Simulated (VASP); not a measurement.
# BaTiO3 (P4mm) in VASP: further runs

The runs below take BaTiO3 through single point, with r2SCAN.

Program: VASP 6.6.1. These are calculated values, not measurements. Logs are shortened: lines on timing, memory, paths and dates and some standing lists are left out, and cuts for length are marked.

### Step 1. The cell of the first run

The structure is tetragonal, space group P4mm (No. 99). Conventional cell: a = 3.932 Å, b = 3.932 Å, c = 4.072 Å, α = 90.00°, β = 90.00°, γ = 90.00°. Ba (site symmetry 4mm) has 12 O at 2.78 to 2.89 Å and 8 Ti at 3.41 to 3.49 Å within 3.7 Å. Ti (site symmetry 4mm) has 6 O at 1.84 to 2.24 Å within 2.4 Å. Within 2.6 Å of O (site symmetry 2mm) lie 2 Ti at 1.97 Å. O (site symmetry 4mm) has 2 Ti at 1.84 to 2.24 Å within 2.4 Å.

### Step 2. Single point, r2SCAN, non-collinear spin, zero start, spin-orbit coupling (strain -1.0%)

Contents of POSCAR:

```
BaTiO3
1.0
    3.9323202718      0.0000000000      0.0000000000
    0.0000000000      3.9323202718      0.0000000000
    0.0000000000      0.0000000000      4.0718560630
Ba Ti O
1 1 3
Direct
    0.5000000000      0.5000000000      0.5825269777
    0.0000000000      0.0000000000      0.0996991037
    0.0000000000      0.5000000000      0.0635202394
    0.5000000000      0.0000000000      0.0635202394
    0.0000000000      0.0000000000      0.5507304299
```

Contents of INCAR.step1:

```
SYSTEM = BaTiO3
PREC = Accurate ; ENCUT = 520
ISMEAR = 0 ; SIGMA = 0.01
LREAL = .FALSE. ; LASPH = .TRUE.
NELM = 150 ; LNONCOLLINEAR = .TRUE.
MAGMOM = 0 0 0 0 0 0 0 0 0 0 0 0 0 0 0 ; LSORBIT = .TRUE.
GGA_COMPAT = .FALSE. ; LMAXMIX = 4
NBANDS = 55 ; GGA = PE
ALGO = Normal ; EDIFF = 1E-4
LWAVE = .TRUE. ; LCHARG = .FALSE.
```

Contents of INCAR.step2:

```
SYSTEM = BaTiO3
PREC = Accurate ; ENCUT = 520
EDIFF = 1E-6 ; ISMEAR = 0
SIGMA = 0.01 ; LREAL = .FALSE.
LASPH = .TRUE. ; NELM = 150
ALGO = Normal ; ISIF = 2
LWAVE = .FALSE. ; LCHARG = .FALSE.
LNONCOLLINEAR = .TRUE. ; MAGMOM = 0 0 0 0 0 0 0 0 0 0 0 0 0 0 0
LORBIT = 11 ; LSORBIT = .TRUE.
GGA_COMPAT = .FALSE. ; LORBMOM = .TRUE.
LMAXMIX = 4 ; METAGGA = R2SCAN
LMIXTAU = .TRUE. ; NBANDS = 55
ISTART = 1
```

Contents of KPOINTS:

```
regular mesh
0
G
  6 6 6
  0 0 0
```

Potentials or basis: VASP PAW PBE potentials, release 64 (Ba_sv, Ti_sv, O).

Started as:

```console
cat potpaw_PBE.64/Ba_sv/POTCAR potpaw_PBE.64/Ti_sv/POTCAR potpaw_PBE.64/O/POTCAR > POTCAR
cp INCAR.step1 INCAR
mpirun -np 1 vasp_ncl > vasp.out
cp INCAR.step2 INCAR
mpirun -np 1 vasp_ncl > vasp.out
```

OUTCAR:

```text
SYSTEM = BaTiO3
   PREC = Accurate
   ENCUT = 520
   EDIFF = 1E-6
   ISMEAR = 0
   LREAL = .FALSE.
   LASPH = .TRUE.
   NELM = 150
   ISIF = 2
   LNONCOLLINEAR = .TRUE.
   LORBIT = 11
   LSORBIT = .TRUE.
   METAGGA = R2SCAN
   ISTART = 1

 ion  position               nearest neighbor table
   1  0.500  0.500  0.583-   3 2.78   4 2.78   4 2.78   3 2.78   5 2.78   5 2.78   5 2.78   5 2.78
                             3 2.89   4 2.89   3 2.89   4 2.89   2 3.41   2 3.41   2 3.41   2 3.41
   2  0.000  0.000  0.100-   5 1.84   4 1.97   3 1.97   3 1.97   4 1.97   5 2.24   1 3.41   1 3.41
                             1 3.41   1 3.41   1 3.49   1 3.49   1 3.49   1 3.49
   3  0.000  0.500  0.064-   2 1.97   2 1.97   1 2.78   1 2.78   1 2.89   1 2.89
   4  0.500  0.000  0.064-   2 1.97   2 1.97   1 2.78   1 2.78   1 2.89   1 2.89
   5  0.000  0.000  0.551-   2 1.84   2 2.24   1 2.78   1 2.78   1 2.78   1 2.78

  LATTYP: Found a simple tetragonal cell.
 ALAT       =     3.9323202718
 C/A-ratio  =     1.0354843404

  Lattice vectors:

 A1 = (   3.9323202718,   0.0000000000,   0.0000000000)
 A2 = (   0.0000000000,   3.9323202718,   0.0000000000)
 A3 = (   0.0000000000,   0.0000000000,   4.0718560630)

Analysis of symmetry for initial positions (statically):
=====================================================================
 Subroutine PRICEL returns:
 Original cell was already a primitive cell.

 Routine SETGRP: Setting up the symmetry group for a
 simple tetragonal supercell.

 Subroutine GETGRP returns: Found  8 space group operations
 (whereof  8 operations were pure point group operations)
 out of a pool of 16 trial point group operations.

The static configuration has the point symmetry C_4v.

Analysis of symmetry for dynamics (positions and initial velocities):
=====================================================================
 Subroutine PRICEL returns:
 Original cell was already a primitive cell.

 Routine SETGRP: Setting up the symmetry group for a
 simple tetragonal supercell.

 Subroutine GETGRP returns: Found  8 space group operations
 (whereof  8 operations were pure point group operations)
 out of a pool of 16 trial point group operations.

The dynamic configuration has the point symmetry C_4v.

Analysis of structural, dynamic, and magnetic symmetry:
=====================================================================
 Subroutine PRICEL returns:
 Original cell was already a primitive cell.

 Routine SETGRP: Setting up the symmetry group for a
 simple tetragonal supercell.

 Subroutine GETGRP returns: Found  8 space group operations
 (whereof  8 operations were pure point group operations)
 out of a pool of 16 trial point group operations.

The overall configuration has the point symmetry C_4v.

 Subroutine INISYM returns: Found  8 space group operations
 (whereof  8 operations are pure point group operations),
 and found     1 'primitive' translations

----------------------------------------------------------------------------------------

                                     Primitive cell

  volume of cell :      62.9637

  direct lattice vectors                    reciprocal lattice vectors
     3.932320272  0.000000000  0.000000000     0.254302786  0.000000000  0.000000000
     0.000000000  3.932320272  0.000000000     0.000000000  0.254302786  0.000000000
     0.000000000  0.000000000  4.071856063     0.000000000  0.000000000  0.245588249

  length of vectors
     3.932320272  3.932320272  4.071856063     0.254302786  0.254302786  0.245588249

  position of ions in fractional coordinates (direct lattice)
     0.500000000  0.500000000  0.582526978
     0.000000000  0.000000000  0.099699104
     0.000000000  0.500000000  0.063520239
     0.500000000  0.000000000  0.063520239
     0.000000000  0.000000000  0.550730430

  ion indices of the primitive-cell ions
   primitive index   ion index
                 1           1
                 2           2
                 3           3
                 4           4
                 5           5

----------------------------------------------------------------------------------------

 KPOINTS: regular mesh
[... 128 lines left out ...]
  band No.  band energies     occupation
      1     -54.9000      1.00000
      2     -54.9000      1.00000
      3     -30.5378      1.00000
      4     -30.5378      1.00000
      5     -29.9105      1.00000
      6     -29.9105      1.00000
[... 1309 lines left out ...]
     51      12.0468      0.00000
     52      12.0668      0.00000

 [... further k-points ...]

 [bands above 52 left out]

------------------------ aborting loop because EDIFF is reached ----------------------------------------

  FORCE on cell =-STRESS in cart. coord.  units (eV):
  Direction    XX          YY          ZZ          XY          YZ          ZX
  --------------------------------------------------------------------------------------
  -------------------------------------------------------------------------------------
  Total        2.9369551      2.9369551      2.1186327      0.0000000      0.0000000      0.0000000
  in kB       74.7339115     74.7339115     53.9108355      0.0000000      0.0000000      0.0000000
  external PRESSURE =      67.7928862 kB  Pullay stress =       0.0000000 kB

 VOLUME and BASIS-vectors are now :
 -----------------------------------------------------------------------------
  energy-cutoff  :      520.00
  volume of cell :       62.96
      direct lattice vectors                 reciprocal lattice vectors
     3.932320272  0.000000000  0.000000000     0.254302786  0.000000000  0.000000000
     0.000000000  3.932320272  0.000000000     0.000000000  0.254302786  0.000000000
     0.000000000  0.000000000  4.071856063     0.000000000  0.000000000  0.245588249

 POSITION                                       TOTAL-FORCE (eV/Angst)
 -----------------------------------------------------------------------------------
      1.96616      1.96616      2.37197        -0.000000      0.000000     -0.024703
      0.00000      0.00000      0.40596         0.000000      0.000000     -0.148357
      0.00000      1.96616      0.25865         0.000000      0.000000      0.019296
      1.96616      0.00000      0.25865        -0.000000      0.000000      0.019296
      0.00000      0.00000      2.24250        -0.000000      0.000000      0.134469
 -----------------------------------------------------------------------------------
    total drift:                               -0.000000     -0.000000     -0.016484

  FREE ENERGIE OF THE ION-ELECTRON SYSTEM (eV)
  ---------------------------------------------------
  free  energy   TOTEN  =       -74.3958386376 eV

  energy  without entropy=      -74.3958386376  energy(sigma->0) =      -74.39583864

 orbital moment (x)

 # of ion     p       d       tot
 ----------------------------------------
  1         0.000  -0.000  -0.000
  2        -0.000   0.000   0.000
  3        -0.000   0.000  -0.000
  4         0.000   0.000   0.000
  5        -0.000   0.000  -0.000
 ----------------------------------------
           -0.000   0.000   0.000

 orbital moment (y)

 # of ion     p       d       tot
 ----------------------------------------
  1        -0.000   0.000   0.000
  2         0.000   0.000   0.000
  3         0.000   0.000   0.000
  4         0.000   0.000   0.000
  5         0.000   0.000   0.000
 ----------------------------------------
            0.000   0.000   0.000

 orbital moment (z)

 # of ion     p       d       tot
 ----------------------------------------
  1         0.000   0.000   0.000
  2         0.000   0.000   0.000
  3         0.000   0.000   0.000
  4         0.000   0.000   0.000
  5        -0.000   0.000  -0.000
 ----------------------------------------
           -0.000   0.000   0.000

 Spin-Orbit-Coupling matrix elements

 Ion:    1  E_soc:     -0.3616217
 l=   1
     0.0000000    -0.0601139    -0.0601601
    -0.0601139     0.0000000    -0.0601139
    -0.0601601    -0.0601139     0.0000000
 l=   2
     0.0000000    -0.0000323     0.0000000    -0.0000323    -0.0001104
    -0.0000323     0.0000000    -0.0000816    -0.0000311    -0.0000268
     0.0000000    -0.0000816     0.0000000    -0.0000816     0.0000000
    -0.0000323    -0.0000311    -0.0000816     0.0000000    -0.0000268
    -0.0001104    -0.0000268     0.0000000    -0.0000268     0.0000000
 l=   3
     0.0000000     0.0000000     0.0000000     0.0000000     0.0000000     0.0000000     0.0000000
     0.0000000     0.0000000     0.0000000     0.0000000     0.0000000     0.0000000     0.0000000
     0.0000000     0.0000000     0.0000000     0.0000000     0.0000000     0.0000000     0.0000000
     0.0000000     0.0000000     0.0000000     0.0000000     0.0000000     0.0000000     0.0000000
[... 69 lines left out ...]
 l=   2
     0.0000000     0.0000000     0.0000000     0.0000000     0.0000000
     0.0000000     0.0000000     0.0000000     0.0000000     0.0000000
     0.0000000     0.0000000     0.0000000     0.0000000     0.0000000
     0.0000000     0.0000000     0.0000000     0.0000000     0.0000000
     0.0000000     0.0000000     0.0000000     0.0000000     0.0000000
 l=   3
     0.0000000     0.0000000     0.0000000     0.0000000     0.0000000     0.0000000     0.0000000
     0.0000000     0.0000000     0.0000000     0.0000000     0.0000000     0.0000000     0.0000000
     0.0000000     0.0000000     0.0000000     0.0000000     0.0000000     0.0000000     0.0000000
     0.0000000     0.0000000     0.0000000     0.0000000     0.0000000     0.0000000     0.0000000
     0.0000000     0.0000000     0.0000000     0.0000000     0.0000000     0.0000000     0.0000000
     0.0000000     0.0000000     0.0000000     0.0000000     0.0000000     0.0000000     0.0000000
     0.0000000     0.0000000     0.0000000     0.0000000     0.0000000     0.0000000     0.0000000

 total charge

# of ion       s       p       d       tot
------------------------------------------
    1        2.020   5.673   0.319   8.012
    2        2.222   6.290   1.718  10.230
    3        1.569   3.516   0.000   5.085
    4        1.569   3.516   0.000   5.085
    5        1.573   3.508   0.000   5.081
--------------------------------------------------
tot          8.953  22.502   2.037  33.492

 magnetization (x)

# of ion       s       p       d       tot
------------------------------------------
    1        0.000   0.000   0.000   0.000
    2        0.000  -0.000   0.000  -0.000
    3        0.000  -0.000   0.000  -0.000
    4        0.000   0.000   0.000   0.000
    5        0.000  -0.000   0.000  -0.000
--------------------------------------------------
tot          0.000  -0.000   0.000  -0.000

 magnetization (y)

# of ion       s       p       d       tot
------------------------------------------
    1       -0.000   0.000  -0.000  -0.000
    2        0.000   0.000   0.000   0.000
    3        0.000   0.000   0.000   0.000
    4        0.000   0.000   0.000   0.000
    5        0.000   0.000   0.000   0.000
--------------------------------------------------
tot         -0.000   0.000  -0.000  -0.000

 magnetization (z)

# of ion       s       p       d       tot
------------------------------------------
    1        0.000   0.000   0.000   0.000
    2        0.000  -0.000   0.000  -0.000
    3        0.000  -0.000   0.000   0.000
    4        0.000  -0.000   0.000   0.000
    5        0.000   0.000   0.000   0.000
--------------------------------------------------
tot          0.000  -0.000   0.000   0.000
```

Wall time 56 min (1 thread of Oxide Virtual Turin-like, shared host); peak memory 0.5 GiB.

What came out:

```yaml
Free_energy: -74.3958 eV
Pressure: 6.8 GPa
Largest_force: 0.148 eV/Å
Net_moment: 0.00 μB per cell
Valence_electrons_inside_the_program's_atomic_spheres: Ba 8.01; Ti 10.23; O 5.08
```

Forces in eV/Å, atoms in the order of the input:
```
Ba   0.000  0.000 -0.025
Ti   0.000  0.000 -0.148
O    0.000  0.000  0.019
O    0.000  0.000  0.019
O    0.000  0.000  0.134
```

Moments on the atoms (μB; x, y, z):
```
Ba  0.00 0.00 0.00
Ti  0.00 0.00 0.00
O   0.00 0.00 0.00
O   0.00 0.00 0.00
O   0.00 0.00 0.00
```

Caveat: the cell differs from its parent crystal (strain -1.0%); the cell stands under pressure; the PAW data sets were made with another functional, which shifts forces and pressure a little.

### Step 3. Single point, r2SCAN, non-collinear spin, zero start, spin-orbit coupling (strain +1.0%)

Contents of POSCAR:

```
BaTiO3
1.0
    4.0117610854      0.0000000000      0.0000000000
    0.0000000000      4.0117610854      0.0000000000
    0.0000000000      0.0000000000      4.1541157815
Ba Ti O
1 1 3
Direct
    0.5000000000      0.5000000000      0.5876883284
    0.0000000000      0.0000000000      0.1061577726
    0.0000000000      0.5000000000      0.0624234666
    0.5000000000      0.0000000000      0.0624234666
    0.0000000000      0.0000000000      0.5413039557
```

Contents of INCAR.step1:

```
SYSTEM = BaTiO3
PREC = Accurate
ENCUT = 520
ISMEAR = 0
SIGMA = 0.01
LREAL = .FALSE.
LASPH = .TRUE.
NELM = 150
MAGMOM = 0 0 0 0 0 0 0 0 0 0 0 0 0 0 0
LSORBIT = .TRUE.
GGA_COMPAT = .FALSE.
LMAXMIX = 4
NBANDS = 55
GGA = PE
ALGO = Normal
EDIFF = 1E-4
LWAVE = .TRUE.
LCHARG = .FALSE.
```

Contents of INCAR.step2:

```
SYSTEM = BaTiO3
PREC = Accurate
ENCUT = 520
EDIFF = 1E-6
ISMEAR = 0
SIGMA = 0.01
LREAL = .FALSE.
LASPH = .TRUE.
NELM = 150
ALGO = Normal
ISIF = 2
LWAVE = .FALSE.
LCHARG = .TRUE.
MAGMOM = 0 0 0 0 0 0 0 0 0 0 0 0 0 0 0
LORBIT = 11
LSORBIT = .TRUE.
GGA_COMPAT = .FALSE.
LORBMOM = .TRUE.
LMAXMIX = 4
METAGGA = R2SCAN
LMIXTAU = .TRUE.
LVHAR = .TRUE.
NBANDS = 55
ISTART = 1
```

Contents of KPOINTS:

```
Automatic mesh
0
G
  6 6 6
  0 0 0
```

Potentials or basis: VASP PAW PBE potentials, release 64 (Ba_sv, Ti_sv, O).

Started as:

```console
cat potpaw_PBE.64/Ba_sv/POTCAR potpaw_PBE.64/Ti_sv/POTCAR potpaw_PBE.64/O/POTCAR > POTCAR
cp INCAR.step1 INCAR
mpirun -np 1 vasp_ncl > vasp.out
cp INCAR.step2 INCAR
mpirun -np 1 vasp_ncl > vasp.out
```

Wall time 52 min (1 thread of Oxide Virtual Turin-like, shared host); peak memory 0.53 GiB.

It converged, with:

```yaml
Free_energy: -74.4394 eV
Pressure: -2.2 GPa
Largest_force: 0.189 eV/Å
Net_moment: 0.00 μB per cell
Valence_electrons_inside_the_program's_atomic_spheres: Ba 7.96; Ti 10.17; O 5.05, 5.06 (each value once)
```

Forces in eV/Å, atoms in the order of the input:
```
Ba   0.000  0.000 -0.028
Ti   0.000  0.000 -0.189
O    0.000  0.000  0.018
O    0.000  0.000  0.018
O    0.000  0.000  0.182
```

Stress tensor (GPa, compression positive):
```
-2.93  0.00  0.00
 0.00 -2.93  0.00
 0.00  0.00 -0.76
```

Moments on the atoms (μB; x, y, z):
```
Ba  0.00 0.00 0.00
Ti  0.00 0.00 0.00
O   0.00 0.00 0.00
O   0.00 0.00 0.00
O   0.00 0.00 0.00
```

Caveat: the cell differs from its parent crystal (strain +1.0%); the PAW data sets were made with another functional, which shifts forces and pressure a little.

### Step 4. Single point, r2SCAN, non-collinear spin, zero start, spin-orbit coupling (strain +3.0%)

Contents of POSCAR:

```
BaTiO3
1.0
    4.0912018989      0.0000000000      0.0000000000
    0.0000000000      4.0912018989      0.0000000000
    0.0000000000      0.0000000000      4.2363754999
Ba Ti O
1 1 3
Direct
    0.5000000000      0.5000000000      0.5946603424
    0.0000000000      0.0000000000      0.1111252684
    0.0000000000      0.5000000000      0.0610935939
    0.5000000000      0.0000000000      0.0610935939
    0.0000000000      0.0000000000      0.5320241914
```

Contents of INCAR.step1:

```
  PREC = Accurate
  ENCUT = 520
  ISMEAR = 0
  SIGMA = 0.01
  LREAL = False
  LASPH = True
  NELM = 150
  MAGMOM = 0 0 0 0 0 0 0 0 0 0 0 0 0 0 0
  LSORBIT = True
  GGA_COMPAT = False
  LMAXMIX = 4
  NBANDS = 55
  GGA = PE
  ALGO = Normal
  EDIFF = 1E-4
  LWAVE = True
  LCHARG = False
```

Contents of INCAR.step2:

```
  PREC = Accurate
  ENCUT = 520
  EDIFF = 1E-6
  ISMEAR = 0
  SIGMA = 0.01
  LREAL = False
  LASPH = True
  NELM = 150
  ALGO = Normal
  ISIF = 2
  LWAVE = False
  LCHARG = False
  MAGMOM = 0 0 0 0 0 0 0 0 0 0 0 0 0 0 0
  LORBIT = 11
  LSORBIT = True
  GGA_COMPAT = False
  LORBMOM = True
  LMAXMIX = 4
  METAGGA = R2SCAN
  LMIXTAU = True
  NBANDS = 55
  ISTART = 1
```

Contents of KPOINTS:

```
regular mesh
0
Gamma
  6 6 6
```

Started as:

```console
cat potpaw_PBE.64/Ba_sv/POTCAR potpaw_PBE.64/Ti_sv/POTCAR potpaw_PBE.64/O/POTCAR > POTCAR
cp INCAR.step1 INCAR
mpirun -np 1 vasp_ncl > vasp.out
cp INCAR.step2 INCAR
mpirun -np 1 vasp_ncl > vasp.out
```

It took 55 min on 1 thread of Oxide Virtual Turin-like, shared host; peak memory 0.53 GiB.

The run converged. Its results:

```yaml
Free_energy: -74.2875 eV
Pressure: -8.7 GPa
Largest_force: 0.229 eV/Å
Net_moment: 0.00 μB per cell
Valence_electrons_inside_the_program's_atomic_spheres: Ba 7.91; Ti 10.12; O 5.02, 5.05 (each value once)
```

Forces in eV/Å, atoms in the order of the input:
```
Ba   0.000  0.000 -0.040
Ti   0.000  0.000 -0.229
O    0.000  0.000  0.022
O    0.000  0.000  0.022
O    0.000  0.000  0.224
```

Stress tensor (GPa, compression positive):
```
-10.56   0.00   0.00
  0.00 -10.56   0.00
  0.00   0.00  -4.99
```

Moments on the atoms (μB; x, y, z):
```
Ba  0.00 0.00 0.00
Ti  0.00 0.00 0.00
O   0.00 0.00 0.00
O   0.00 0.00 0.00
O   0.00 0.00 0.00
```

Caveat: the cell differs from its parent crystal (strain +3.0%); the stress differs along the axes, from -11 to -5 GPa; the PAW data sets were made with another functional, which shifts forces and pressure a little.

### Step 5. Summary

| cell | pressure (GPa) | moment (μB) | largest force (eV/Å) |
| --- | --- | --- | --- |
| a = 3.932, b = 3.932, c = 4.072 Å, 5 atoms, strain -1.0% | 6.8 | 0.00 | 0.15 |
| a = 4.012, b = 4.012, c = 4.154 Å, 5 atoms, strain +1.0% | -2.2 | 0.00 | 0.19 |
| a = 4.091, b = 4.091, c = 4.236 Å, 5 atoms, strain +3.0% | -8.7 | 0.00 | 0.23 |

Alike in all rows: task single point; level r2SCAN; potentials or basis VASP PAW PBE potentials, release 64 (Ba_sv, Ti_sv, O); spin non-collinear, zero start, SOC; k mesh 6 × 6 × 6; cutoff (eV) 520; smearing gaussian 0.01 eV.

Caveats: the PAW data sets were made with another functional, which shifts forces and pressure a little; the cell stands under pressure (at least some runs); the stress differs along the axes, from -11 to -5 GPa (at least some runs).

Total energies depend on the potentials used, so only differences within one code and one set of settings carry meaning.
